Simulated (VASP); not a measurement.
A run of VASP 6.6.1:

The input INCAR:

```
PREC     = Accurate       # precision mode
ENCUT    = 600            # plane-wave cutoff, eV
EDIFF    = 1E-6           # SCF threshold, eV
ISMEAR   = 1              # smearing method
SIGMA    = 0.15           # smearing width, eV
LREAL    = F              # projectors in reciprocal space
LASPH    = T              # aspherical terms in the spheres
NELM     = 120            # most SCF steps
ALGO     = Normal         # electronic algorithm
ISIF     = 2              # what is computed and relaxed
LWAVE    = F              # write WAVECAR
LCHARG   = F              # write CHGCAR
NBANDS   = 14             # bands
GGA_COMPAT= F
```

Contents of KPOINTS:

```
regular mesh
0
Gamma
  11 11 11
```

File POSCAR:

```
TaC
1.0
    0.0000000000      2.2080800874      2.2080800874
    2.2080800874      0.0000000000      2.2080800874
    2.2080800874      2.2080800874      0.0000000000
Ta C
1 1
Direct
    0.0000000000      0.0000000000      0.0000000000
    0.5000000000      0.5000000000      0.5000000000
```

Potentials or basis: VASP PAW LDA potentials, release 64 (Ta_pv, C).

Run with:

```bash
$ cat potpaw_LDA.64/Ta_pv/POTCAR potpaw_LDA.64/C/POTCAR > POTCAR
$ mpirun -np 1 vasp_std > vasp.out
```

Hardware: 1 thread of Intel(R) Xeon(R) Platinum 8559C (Emerald Rapids), on a shared host.

Question: Estimate the wall time of this run.

Answer: It took 16 s on 1 thread of Intel(R) Xeon(R) Platinum 8559C (Emerald Rapids), with other jobs on the host, peak memory 0.16 GiB. Counts: scf iterations 12, k points 56.
